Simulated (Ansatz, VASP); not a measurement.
## Cd: VASP beside Ansatz

```
Cd
1.0
     1.58630    0.91585    2.41618
    -1.58630    0.91585    2.41618
     0.00000   -1.83170    2.41618
Cd
1
Cartesian
  0.0000 0.0000 0.0000
```

Change from the starting cell: volume scaled by 0.96.

Alike in both runs: task single point; functional PBE; k mesh 10 × 10 × 10; occupations fermi-dirac, width 0.05 eV; no spin polarisation.

|  | VASP | Ansatz |
| --- | --- | --- |
| version | VASP 6.6.1 | Ansatz 0.2.0 |
| potentials or method | VASP PAW PBE potentials, release 64 (Cd), cutoff 520 eV | all-electron LAPW, scalar-relativistic |

|  | VASP | Ansatz | Ansatz less VASP |
| --- | --- | --- | --- |
| gap on the k mesh at the Fermi level (eV) | none | none | - |
| pressure (GPa) | 4.8 | 4.5 | -0.35 |
| traceless stress, the component that is largest in VASP (GPa) | 0.41 | 0.35 | -0.060 |

A gap of «none» marks a metal or a gap that the smearing closes. Ansatz ran all-electron here, and VASP with PAW potentials.
